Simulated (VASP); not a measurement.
Write the native input for VASP 6.6.1 that does the following.

```
Task                   : single point
Functional             : PBE
Potentials or basis    : VASP PAW PBE potentials, release 64 (Mo_sv)
Cutoff                 : 520 eV
k mesh                 : 19 × 19 × 19
Occupations            : fermi-dirac, width 0.05 eV
Spin                   : no spin polarisation
Dipole correction      : no
Further INCAR settings : ALGO = Normal; EDIFF = 1e-07; NBANDS = 13
```

The structure of Mo lies in POSCAR:

```
Mo
1.0
   -1.3976866873      1.3976866873      1.3976866873
    1.3976866873     -1.3976866873      1.3976866873
    1.3976866873      1.3976866873     -1.3976866873
Mo
1
Direct
    0.0000000000      0.0000000000      0.0000000000
```

These files were run (other wordings do the same):

INCAR

```
ALGO = Normal
EDIFF = 1E-7
ENCUT = 520
GGA = PE
ISIF = 2
ISMEAR = -1
LASPH = T
LCHARG = T
LELF = T
LREAL = F
LVHAR = T
LWAVE = F
NBANDS = 13
NELM = 100
PREC = Accurate
SIGMA = 0.05
```

KPOINTS

```
k-points
0
Gamma
  19 19 19
```

Potentials or basis: VASP PAW PBE potentials, release 64 (Mo_sv).

Launch:

```sh
$ cat potpaw_PBE.64/Mo_sv/POTCAR > POTCAR
$ mpirun -np 1 vasp_std > vasp.out
```

Results of the run:

- Pressure: 203.0 GPa
- Band gap on the k mesh: zero (bands 7 and 8 overlap by 8.42 eV)

Caveat: the cell stands under pressure.

Run time: 23 s on 1 thread of Intel(R) Xeon(R) Platinum 8259CL CPU @ 2.50GHz (Skylake/Cascade Lake), with other jobs on the host, peak memory 0.14 GiB.
